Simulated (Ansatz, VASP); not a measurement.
# One calculation of Cu, two programs

The input INCAR:

```
ALGO = Normal
EDIFF = 1E-6
ENCUT = 520
ISIF = 2
ISMEAR = -1
LASPH = True
LCHARG = False
LREAL = False
LWAVE = False
NBANDS = 18
NELM = 60
PREC = Accurate
SIGMA = 0.05
```

The input KPOINTS:

```
k-points
0
Gamma
  11 11 11
```

Contents of POSCAR:

```
Cu
1.0
    1.1935901047     -3.8952046620      0.0000000000
    1.1935901047      3.8952046620      0.0000000000
    0.0000000000      0.0000000000      2.4249610270
Cu
2
Direct
    0.8661333500      0.1338666500      0.7500000000
    0.1338666500      0.8661333500      0.2500000000
```

Contents of input.yaml:

```yaml
crystal:
  lattice:
    - [1.1935901047, -3.895204662, 0.0]
    - [1.1935901047, 3.895204662, 0.0]
    - [0.0, 0.0, 2.424961027]
  atoms:
    - { symbol: Cu, position: [0.86613335, 0.13386665, 0.75] }
    - { symbol: Cu, position: [0.13386665, 0.86613335, 0.25] }
hamiltonian:
  xc: lda
  pseudopotentials: { kind: paw }
kpoints:
  mp_grid: { grid: [11, 11, 11] }
scf:
  occupations: { method: fermi_dirac, width: 0.05 }
output:
  forces: true
  stress: true
  eigenvalues: true
```

Alike in both runs: task single point; functional LDA; k mesh 11 × 11 × 11; occupations fermi-dirac, width 0.05 eV; no spin polarisation.

```csv
,VASP,Ansatz
version,VASP 6.6.1,Ansatz 0.2.0
potentials or method,"VASP PAW LDA potentials, release 64 (Cu)",Ansatz PAW
plane-wave cutoff (eV),520,420
valence electrons in the cell,22,38
```

Ansatz gave:

```
gap on the k mesh at the Fermi level (eV)                     : none
pressure (GPa)                                                : 2.2
traceless stress, the component that is largest in VASP (GPa) : 0.61
rms of the force components (eV/Å)                            : 0.024
```

Problem. Estimate VASP's values.

Solution. gap on the k mesh at the Fermi level (eV): none; pressure (GPa): 3.1; traceless stress, the component that is largest in VASP (GPa): 0.65; rms of the force components (eV/Å): 0.027.

LDA's correlation is that of Perdew and Zunger in VASP and of Perdew and Wang (1992) in Ansatz. Atom by atom the forces differ by 0.003 eV/Å (rms over components). A gap of «none» marks a metal or a gap that the smearing closes. VASP's potentials hold 22 valence electrons a cell and Ansatz's 38, so a difference there can come from the potentials and not from the codes.
